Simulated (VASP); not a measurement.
Mg, 1 atom in the cell. It takes space group Fm-3m (No. 225, cubic). The conventional cell has a = 4.489 Å, b = 4.489 Å, c = 4.489 Å, α = 90.00°, β = 90.00°, γ = 90.00°. Within 4.2 Å of Mg (site symmetry m-3m) lie 12 Mg at 3.17 Å. 

* Program: VASP 6.6.1
* Task: relaxation of cell and atoms
* Functional: PBEsol
* Potentials or basis: VASP PAW PBE potentials, release 64 (Mg)
* Cutoff: 600 eV
* k mesh: 10 × 10 × 10
* Occupations: fermi-dirac, width 0.05 eV
* Spin: no spin polarisation
* Dipole correction: no
* Further INCAR settings: ALGO = Normal; EDIFF = 1e-06; IBRION = 2; EDIFFG = -0.01; NSW = 60; ISIF = 3

Potentials or basis: VASP PAW PBE potentials, release 64 (Mg).

Launch:

```bash
$ cat potpaw_PBE.64/Mg/POTCAR > POTCAR
$ mpirun -np 1 vasp_std > vasp.out
```

Hardware: 1 thread of Intel(R) Xeon(R) 6975P-C (Granite Rapids) (shared host).

**Question.** Estimate the wall time of this run.

**Answer.** Wall time 3.5 s on 1 thread of Intel(R) Xeon(R) 6975P-C (Granite Rapids), with other jobs on the host, peak memory 0.15 GiB. Counts: scf iterations 9, k points 47, ion steps 1.
